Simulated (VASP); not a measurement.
# Be (Im-3m) in VASP: further runs

Runs on Be. Level: PBE. Tasks: single point.

Everything below comes from runs of VASP 6.6.1. Logs are shortened: lines on timing, memory, paths and dates and some standing lists are left out, and cuts for length are marked.

## 1. The cell of the first run

Symmetry: Im-3m, No. 229, cubic system. Conventional cell: a = 2.548 Å, b = 2.548 Å, c = 2.548 Å, α = 90.00°, β = 90.00°, γ = 90.00°. Within 2.9 Å of Be (site symmetry m-3m) lie 14 Be at 2.21 to 2.55 Å.

## 2. Single point, PBE

INCAR

```
PREC = Accurate
ENCUT = 520
EDIFF = 1E-7
ISMEAR = -1
SIGMA = 0.1
LREAL = False
LASPH = True
NELM = 80
ALGO = Normal
ISIF = 2
LWAVE = False
LCHARG = True
GGA = PE
LELF = True
LVHAR = True
NBANDS = 7
```

KPOINTS

```
regular mesh
0
Gamma
  10 10 10
```

POSCAR

```
Be
1.0
   -1.2739720000      1.2739720000      1.2739720000
    1.2739720000     -1.2739720000      1.2739720000
    1.2739720000      1.2739720000     -1.2739720000
Be
1
Direct
    0.0000000000      0.0000000000      0.0000000000
```

Potentials or basis: VASP PAW PBE potentials, release 64 (Be).

Started as:

```sh
$ cat potpaw_PBE.64/Be/POTCAR > POTCAR
$ mpirun -np 1 vasp_std > vasp.out
```

OUTCAR:

```text
PREC = Accurate
   ENCUT = 520
   EDIFF = 1E-7
   ISMEAR = -1
   LREAL = False
   LASPH = True
   NELM = 80
   ISIF = 2
   GGA = PE

 ion  position               nearest neighbor table
   1  0.000  0.000  0.000-

  LATTYP: Found a body centered cubic cell.
 ALAT       =     2.5479440000

  Lattice vectors:

 A1 = (  -1.2739720000,   1.2739720000,   1.2739720000)
 A2 = (   1.2739720000,  -1.2739720000,   1.2739720000)
 A3 = (   1.2739720000,   1.2739720000,  -1.2739720000)

Analysis of symmetry for initial positions (statically):
=====================================================================
 Subroutine PRICEL returns:
 Original cell was already a primitive cell.

 Routine SETGRP: Setting up the symmetry group for a
 body centered cubic supercell.

 Subroutine GETGRP returns: Found 48 space group operations
 (whereof 48 operations were pure point group operations)
 out of a pool of 48 trial point group operations.

The static configuration has the point symmetry O_h .

Analysis of symmetry for dynamics (positions and initial velocities):
=====================================================================
 Subroutine PRICEL returns:
 Original cell was already a primitive cell.

 Routine SETGRP: Setting up the symmetry group for a
 body centered cubic supercell.

 Subroutine GETGRP returns: Found 48 space group operations
 (whereof 48 operations were pure point group operations)
 out of a pool of 48 trial point group operations.

The dynamic configuration has the point symmetry O_h .

 Subroutine INISYM returns: Found 48 space group operations
 (whereof 48 operations are pure point group operations),
 and found     1 'primitive' translations

----------------------------------------------------------------------------------------

                                     Primitive cell

  volume of cell :       8.2706

  direct lattice vectors                    reciprocal lattice vectors
    -1.273972000  1.273972000  1.273972000     0.000000000  0.392473304  0.392473304
     1.273972000 -1.273972000  1.273972000     0.392473304  0.000000000  0.392473304
     1.273972000  1.273972000 -1.273972000     0.392473304  0.392473304  0.000000000

  length of vectors
     2.206584231  2.206584231  2.206584231     0.555041069  0.555041069  0.555041069

  position of ions in fractional coordinates (direct lattice)
     0.000000000  0.000000000  0.000000000
[... 75 lines left out ...]
   NELM   =     80;   NELMIN=  2; NELMDL= -5     # of ELM steps
   EDIFF  = 0.1E-06   stopping-criterion for ELM
   LREAL  =      F    real-space projection
   EDIFFG = 0.1E-05   stopping-criterion for IOM
   NSW    =      0    number of steps for IOM
   IBRION =     -1    ionic relax: 0-MD 1-quasi-New 2-CG
   NFREE  =      0    steps in history (QN), initial steepest desc. (CG)
   ISIF   =      2    stress and relaxation
   ISYM   =      2    0-nonsym 1-usesym 2-fastsym
   POTIM  = 0.5000    time-step for ionic-motion
   TEBEG  =    0.0;   TEEND  =   0.0 temperature during run
   PSTRESS=    0.0 pullay stress
   NELECT =       2.0000    total number of electrons
   NUPDOWN=      -1.0000    fix difference up-down
   EMIN   =  10.00;   EMAX   =-10.00  energy-range for DOS
   EFERMI =   0.00;   METHOD = LEGACY
   ISMEAR =    -1;   SIGMA  =   0.10  broadening in eV -4-tet -1-fermi 0-gaus
   EFERMI_NEDOS =   21; number of points for ismear=-14 and -15
   IALGO  =     38    algorithm
   IMIX   =      4    mixing-type and parameters
     AMIX     =   0.40;   BMIX     =  1.00
     AMIX_MAG =   1.60;   BMIX_MAG =  1.00
  volume/ion in A,a.u.               =       8.27        55.81
  Fermi-wavevector in a.u.,A,eV,Ry     =   1.019933  1.927394 14.153640  1.040263
  Thomas-Fermi vector in A             =   2.153474
   LORBIT       =      0    0 simple, 1 ext, 2 COOP (PROOUT), +10 PAW based schemes
   GGA     = PE    functional components
   LHFCALC =     F    Hartree Fock is set to
   AEXX    =    0.0000 exact exchange contribution
   IVDW    =     0    specifies the selected vdW correction
   LEPSILON=     F    determine dielectric tensor
   LRPA    =     F    only Hartree local field effects (RPA)
 non-spin polarized calculation
  energy-cutoff  :      520.00
  volume of cell :        8.27
 maximum number of plane-waves:       236
   NGX =  9   NGY =  9   NGZ =  9

 number of electron       2.0000000 magnetization

 Free energy of the ion-electron system (eV)
  ---------------------------------------------------
  ext. energy  EPLUGINS =         0.00000000
  ---------------------------------------------------
  free energy    TOTEN  =        -3.65133446 eV

  energy without entropy =       -3.64635100  energy(sigma->0) =       -3.64884273

 E-fermi :   7.3679     XC(G=0): -10.4652

 val. band max:        7.3027582173   @ k =  -0.4000  -0.4000   0.2000
 cond. band min:       7.6035737661   @ k =  -0.4000  -0.4000   0.1000
 fundamental gap:      0.3008155488
 Fermi energy:         7.3679498681

 k-point     1 :       0.0000    0.0000    0.0000
  band No.  band energies     occupation
      1      -4.4430      2.00000
      2      26.0651      0.00000
      3      26.0651      0.00000
      4      26.0651      0.00000
      5      37.2371      0.00000
      6      37.2371      0.00000
      7      37.2371      0.00000
[... 221 lines left out ...]
 k-point    24 :      -0.3000    0.3000    0.1000
  band No.  band energies     occupation
      1      -0.9963      2.00000
      2      14.8097      0.00000
      3      19.2744      0.00000
      4      23.5161      0.00000
      5      29.4971      0.00000
      6      31.5563      0.00000
      7      38.0369      0.00000

 [... further k-points ...]

------------------------ aborting loop because EDIFF is reached ----------------------------------------

  FORCE on cell =-STRESS in cart. coord.  units (eV):
  Direction    XX          YY          ZZ          XY          YZ          ZX
  --------------------------------------------------------------------------------------
  -------------------------------------------------------------------------------------
  Total       -0.3131410     -0.3131410     -0.3131410     -0.0000000     -0.0000000      0.0000000
  in kB      -60.6611862    -60.6611862    -60.6611862     -0.0000000     -0.0000000      0.0000000
  external PRESSURE =     -60.6611862 kB  Pullay stress =       0.0000000 kB

 VOLUME and BASIS-vectors are now :
 -----------------------------------------------------------------------------
  energy-cutoff  :      520.00
  volume of cell :        8.27
      direct lattice vectors                 reciprocal lattice vectors
    -1.273972000  1.273972000  1.273972000     0.000000000  0.392473304  0.392473304
     1.273972000 -1.273972000  1.273972000     0.392473304  0.000000000  0.392473304
     1.273972000  1.273972000 -1.273972000     0.392473304  0.392473304  0.000000000

 POSITION                                       TOTAL-FORCE (eV/Angst)
 -----------------------------------------------------------------------------------
      0.00000      0.00000      0.00000         0.000000     -0.000000      0.000000
 -----------------------------------------------------------------------------------
    total drift:                               -0.000000     -0.000000      0.000000

  FREE ENERGIE OF THE ION-ELECTRON SYSTEM (eV)
  ---------------------------------------------------
  free  energy   TOTEN  =        -3.6513344603 eV

  energy  without entropy=       -3.6463509969  energy(sigma->0) =       -3.64884273
```

stdout:

```text
POSCAR found type information on POSCAR Be
 POSCAR found :  1 types and       1 ions
 scaLAPACK will be used
 LDA part: xc-table for (Slater+PW92), standard interpolation
 POSCAR, INCAR and KPOINTS ok, starting setup
 FFT: planning ... GRIDC
 FFT: planning ... GRID_SOFT
 FFT: planning ... GRID
 WAVECAR not read
 entering main loop
```

Run time: 3.1 s. Hardware: 1 thread of Intel Xeon 6975P-C, shared host; peak memory 0.11 GiB.

Results:

```
Free energy            : -3.6513 eV
Pressure               : -6.1 GPa
Band gap on the k mesh : zero (band 1 reaches 11.31 eV, above the bottom of band 2 at 6.52 eV)
```

## 3. Single point, PBE

INCAR

```
SYSTEM = Be
PREC = Accurate
ENCUT = 520
EDIFF = 1E-6
ISMEAR = -1
SIGMA = 0.1
LREAL = .False.
LASPH = .True.
NELM = 60
ALGO = Normal
ISIF = 2
LWAVE = .False.
LCHARG = .False.
GGA = PE
NBANDS = 7
```

KPOINTS

```
regular mesh
0
Gamma
  10 10 10
  0 0 0
```

POSCAR is that of step 2.

Potentials or basis: VASP PAW PBE potentials, release 64 (Be).

Started as:

```sh
$ cat potpaw_PBE.64/Be/POTCAR > POTCAR
$ mpirun -np 1 vasp_std > vasp.out
```

OUTCAR:

```text
SYSTEM = Be
   PREC = Accurate
   ENCUT = 520
   EDIFF = 1E-6
   ISMEAR = -1
   LREAL = .False.
   LASPH = .True.
   NELM = 60
   ISIF = 2
   GGA = PE

 ion  position               nearest neighbor table
   1  0.000  0.000  0.000-

  LATTYP: Found a body centered cubic cell.
 ALAT       =     2.5479440000

  Lattice vectors:

 A1 = (  -1.2739720000,   1.2739720000,   1.2739720000)
 A2 = (   1.2739720000,  -1.2739720000,   1.2739720000)
 A3 = (   1.2739720000,   1.2739720000,  -1.2739720000)

Analysis of symmetry for initial positions (statically):
=====================================================================
 Subroutine PRICEL returns:
 Original cell was already a primitive cell.

 Routine SETGRP: Setting up the symmetry group for a
 body centered cubic supercell.

 Subroutine GETGRP returns: Found 48 space group operations
 (whereof 48 operations were pure point group operations)
 out of a pool of 48 trial point group operations.

The static configuration has the point symmetry O_h .

Analysis of symmetry for dynamics (positions and initial velocities):
[... 157 lines left out ...]

 val. band max:        7.3027383401   @ k =  -0.4000  -0.4000   0.2000
 cond. band min:       7.6035544355   @ k =  -0.4000  -0.4000   0.1000
 fundamental gap:      0.3008160954
 Fermi energy:         7.3679303252

 k-point     1 :       0.0000    0.0000    0.0000
  band No.  band energies     occupation
      1      -4.4431      2.00000
      2      26.0650      0.00000
      3      26.0650      0.00000
      4      26.0650      0.00000
      5      37.2371      0.00000
      6      37.2371      0.00000
      7      37.2371      0.00000
[... 221 lines left out ...]
 k-point    24 :      -0.3000    0.3000    0.1000
  band No.  band energies     occupation
      1      -0.9963      2.00000
      2      14.8097      0.00000
      3      19.2744      0.00000
      4      23.5161      0.00000
      5      29.4971      0.00000
      6      31.5563      0.00000
      7      38.0369      0.00000

 [... further k-points ...]

------------------------ aborting loop because EDIFF is reached ----------------------------------------

  FORCE on cell =-STRESS in cart. coord.  units (eV):
  Direction    XX          YY          ZZ          XY          YZ          ZX
  --------------------------------------------------------------------------------------
  -------------------------------------------------------------------------------------
  Total       -0.3131234     -0.3131234     -0.3131234     -0.0000000     -0.0000000      0.0000000
  in kB      -60.6577816    -60.6577816    -60.6577816     -0.0000000     -0.0000000      0.0000000
  external PRESSURE =     -60.6577816 kB  Pullay stress =       0.0000000 kB

 VOLUME and BASIS-vectors are now :
 -----------------------------------------------------------------------------
  energy-cutoff  :      520.00
  volume of cell :        8.27
      direct lattice vectors                 reciprocal lattice vectors
    -1.273972000  1.273972000  1.273972000     0.000000000  0.392473304  0.392473304
     1.273972000 -1.273972000  1.273972000     0.392473304  0.000000000  0.392473304
     1.273972000  1.273972000 -1.273972000     0.392473304  0.392473304  0.000000000

 POSITION                                       TOTAL-FORCE (eV/Angst)
 -----------------------------------------------------------------------------------
      0.00000      0.00000      0.00000        -0.000000      0.000000     -0.000000
 -----------------------------------------------------------------------------------
    total drift:                               -0.000000     -0.000000      0.000000

  FREE ENERGIE OF THE ION-ELECTRON SYSTEM (eV)
  ---------------------------------------------------
  free  energy   TOTEN  =        -3.6513345261 eV

  energy  without entropy=       -3.6463510763  energy(sigma->0) =       -3.64884280
```

OSZICAR:

```text
N       E                     dE             d eps       ncg     rms          rms(c)
DAV:   1    -0.251596680756E+01   -0.25160E+01   -0.10829E+03   728   0.222E+02
DAV:   2    -0.367559846309E+01   -0.11596E+01   -0.10867E+01   931   0.238E+01
DAV:   3    -0.367724807491E+01   -0.16496E-02   -0.16496E-02   756   0.836E-01
DAV:   4    -0.367724842047E+01   -0.34556E-06   -0.34527E-06   987   0.111E-02
DAV:   5    -0.367724842045E+01    0.20574E-10   -0.16613E-10   749   0.417E-05    0.747E-01
DAV:   6    -0.365889711634E+01    0.18351E-01   -0.18163E-03   700   0.402E-01    0.458E-01
DAV:   7    -0.365135765804E+01    0.75395E-02   -0.18512E-03   707   0.423E-01    0.182E-02
DAV:   8    -0.365133419483E+01    0.23463E-04   -0.82044E-06   714   0.249E-02    0.581E-03
DAV:   9    -0.365133452610E+01   -0.33127E-06   -0.82271E-07   812   0.642E-03
   1 F= -.36513345E+01 E0= -.36488428E+01  d E =-.498345E-02
```

stdout:

```text
POSCAR found type information on POSCAR Be
 POSCAR found :  1 types and       1 ions
 scaLAPACK will be used
 LDA part: xc-table for (Slater+PW92), standard interpolation
 POSCAR, INCAR and KPOINTS ok, starting setup
 FFT: planning ... GRIDC
 FFT: planning ... GRID_SOFT
 FFT: planning ... GRID
 WAVECAR not read
 entering main loop
```

Run time: 2.4 s. Hardware: 1 thread of Intel Xeon 6975P-C, shared host; peak memory 0.11 GiB.

Results:

```yaml
Free_energy: -3.6513 eV
Pressure: -6.1 GPa
Band_gap_on_the_k_mesh: zero (band 1 reaches 11.31 eV, above the bottom of band 2 at 6.52 eV)
```

## 4. Single point, PBE

INCAR

```
PREC     = Accurate       # precision mode
ENCUT    = 520            # plane-wave cutoff, eV
EDIFF    = 1E-6           # SCF threshold, eV
ISMEAR   = -1             # smearing method
SIGMA    = 0.1            # smearing width, eV
LREAL    = False          # projectors in reciprocal space
LASPH    = True           # aspherical terms in the spheres
NELM     = 80             # most SCF steps
ALGO     = Normal         # electronic algorithm
ISIF     = 2              # what is computed and relaxed
LWAVE    = False          # write WAVECAR
LCHARG   = True           # write CHGCAR
GGA      = PE             # functional
LELF     = True           # ELF
LVHAR    = True         
ISYM     = 0            
NBANDS   = 7              # bands
```

KPOINTS

```
Automatic mesh
0
Gamma
  10 10 10
```

POSCAR is that of step 3.

Potentials or basis: VASP PAW PBE potentials, release 64 (Be).

Started as:

```sh
$ cat potpaw_PBE.64/Be/POTCAR > POTCAR
$ mpirun -np 1 vasp_std > vasp.out
```

OUTCAR:

```text
PREC = Accurate
   ENCUT = 520
   EDIFF = 1E-6
   ISMEAR = -1
   LREAL = False
   LASPH = True
   NELM = 80
   ISIF = 2
   GGA = PE
   ISYM = 0

 ion  position               nearest neighbor table
   1  0.000  0.000  0.000-

IMPORTANT INFORMATION: All symmetrisations will be switched off!
NOSYMM: (Re-)initialisation of all symmetry stuff for point group C_1.

----------------------------------------------------------------------------------------
[... 384 lines left out ...]

 [... further k-points ...]

------------------------ aborting loop because EDIFF is reached ----------------------------------------

  FORCE on cell =-STRESS in cart. coord.  units (eV):
  Direction    XX          YY          ZZ          XY          YZ          ZX
  --------------------------------------------------------------------------------------
  -------------------------------------------------------------------------------------
  Total       -0.3131233     -0.3131233     -0.3131233      0.0000000     -0.0000000     -0.0000000
  in kB      -60.6577496    -60.6577536    -60.6577591      0.0000051     -0.0000083     -0.0000049
  external PRESSURE =     -60.6577541 kB  Pullay stress =       0.0000000 kB

 VOLUME and BASIS-vectors are now :
 -----------------------------------------------------------------------------
  energy-cutoff  :      520.00
  volume of cell :        8.27
      direct lattice vectors                 reciprocal lattice vectors
    -1.273972000  1.273972000  1.273972000     0.000000000  0.392473304  0.392473304
     1.273972000 -1.273972000  1.273972000     0.392473304  0.000000000  0.392473304
     1.273972000  1.273972000 -1.273972000     0.392473304  0.392473304  0.000000000

 POSITION                                       TOTAL-FORCE (eV/Angst)
 -----------------------------------------------------------------------------------
      0.00000      0.00000      0.00000         0.000000      0.000000      0.000000
 -----------------------------------------------------------------------------------
    total drift:                                0.000000      0.000000      0.000000

  FREE ENERGIE OF THE ION-ELECTRON SYSTEM (eV)
  ---------------------------------------------------
  free  energy   TOTEN  =        -3.6513345279 eV

  energy  without entropy=       -3.6463510782  energy(sigma->0) =       -3.64884280
```

OSZICAR:

```text
N       E                     dE             d eps       ncg     rms          rms(c)
DAV:   1    -0.240904855986E+01   -0.24090E+01   -0.10859E+03  7588   0.231E+02
DAV:   2    -0.367493950352E+01   -0.12659E+01   -0.11822E+01  9821   0.249E+01
DAV:   3    -0.367724785578E+01   -0.23084E-02   -0.23078E-02  7903   0.916E-01
DAV:   4    -0.367724842138E+01   -0.56560E-06   -0.56550E-06 10682   0.132E-02
DAV:   5    -0.367724842148E+01   -0.96968E-10   -0.91058E-10  8050   0.661E-05    0.747E-01
DAV:   6    -0.365889720672E+01    0.18351E-01   -0.18163E-03  7756   0.402E-01    0.458E-01
DAV:   7    -0.365135765661E+01    0.75396E-02   -0.18512E-03  7693   0.423E-01    0.182E-02
DAV:   8    -0.365133419530E+01    0.23461E-04   -0.82015E-06  7462   0.249E-02    0.581E-03
DAV:   9    -0.365133452790E+01   -0.33260E-06   -0.82309E-07  8799   0.642E-03
   1 F= -.36513345E+01 E0= -.36488428E+01  d E =-.498345E-02
```

Run time: 8.7 s. Hardware: 1 thread of Intel Xeon 6975P-C, shared host; peak memory 0.13 GiB.

Results:

| Property | Result |
| --- | --- |
| Free energy | -3.6513 eV |
| Pressure | -6.1 GPa |
| Band gap on the k mesh | zero (band 1 reaches 11.31 eV, above the bottom of band 2 at 6.52 eV) |

Levels at points of the mesh, in eV from the Fermi level:
```tsv
k point	band 1	band 2	band 3	band 4
(0.00, 0.00, 0.00)	-11.81	18.70	18.70	18.70
(0.50, 0.00, 0.00)	-4.89	0.36	11.89	15.01
(0.00, 0.50, 0.00)	-4.89	0.36	11.89	15.01
(0.00, 0.00, 0.50)	-4.89	0.36	11.89	15.01
(0.50, 0.00, 0.50)	-4.89	0.36	11.89	15.01
(0.50, 0.50, 0.00)	-4.89	0.36	11.89	15.01
(0.00, 0.50, 0.50)	-4.89	0.36	11.89	15.01
(0.50, 0.50, 0.50)	3.94	3.94	3.94	9.70
```
